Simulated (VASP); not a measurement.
**Sb: electric field gradients with PBEsol**

Sb:

```
Sb
1.0
     0.00000    2.28953    2.28953
     2.28953    0.00000    2.28953
     2.28953    2.28953    0.00000
Sb
1
Direct
  0.00000 0.00000 0.00000
```

This cell differs from its parent crystal: volume scaled by 0.98.

```
Program                : VASP 6.6.1
Task                   : electric field gradients
Functional             : PBEsol
Potentials or basis    : VASP PAW PBE potentials, release 64 (Sb)
Cutoff                 : 520 eV
k mesh                 : 14 × 14 × 14
Occupations            : fermi-dirac, width 0.03 eV
Spin                   : no spin polarisation
Dipole correction      : no
Further INCAR settings : ALGO = Normal; EDIFF = 1e-08; NBANDS = 8
```

```json
{
 "Pressure": "7.1 GPa"
}
```

Levels at points of the mesh, in eV from the Fermi level:
```tsv
k point	band 1	band 2	band 3	band 4	band 5	band 6	band 7
(0.00, 0.00, 0.00)	-13.93	6.17	6.17	6.17	10.20	10.36	10.36
(0.50, 0.00, 0.00)	-9.50	-6.63	4.18	4.18	8.95	9.40	9.40
(0.50, 0.50, 0.00)	-7.52	-5.61	0.37	0.37	4.23	4.55	18.34
```

Run time: 7.1 s on 1 thread of Intel(R) Xeon(R) 6975P-C (Granite Rapids), with other jobs on the host, peak memory 0.14 GiB.

Caveat: without QUAD_EFG the Cq values of the log hold for a quadrupole moment of 1 mb, not for the nuclei; the PAW data sets were made with another functional, which shifts forces and pressure a little; spin-orbit coupling is left out, which moves the levels of the heavy elements.
